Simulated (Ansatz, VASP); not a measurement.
## Two plane-wave programs on C

```
C
1.0
     0.00000    1.78337    1.78337
     1.78337    0.00000    1.78337
     1.78337    1.78337    0.00000
C
2
Direct
  0.75000 0.75000 0.75000
  0.50000 0.50000 0.50000
```

Alike in both runs: functional PBE-based screened hybrid with a share of 0.25 of exact exchange and HFSCREEN = 0.3; k mesh 10 × 10 × 10; occupations gaussian, width 0.15 eV; no spin polarisation.

```csv
,VASP,Ansatz
version,VASP 6.6.1,Ansatz 0.2.0
potentials or method,"VASP PAW PBE potentials, release 64 (C)",SSSP precision PAW
plane-wave cutoff (eV),520,612
valence electrons in the cell,8,8
task,single point,atomic charges
```

|  | VASP | Ansatz | Ansatz less VASP |
| --- | --- | --- | --- |
| gap on the k mesh at the Fermi level (eV) | 5.08 | 5.09 | +0.011 |
| least direct gap on the mesh (eV) | 6.75 | 6.76 | +0.012 |
| pressure (GPa) | -6.9 | -6.9 | -0.02 |

VASP's potentials were made for PBE, not for PBE-based screened hybrid.

Noted on Ansatz's run: this version of the program is known to err on some quantities of such runs, which are left out of the summary and shouldn't be taken from the log.
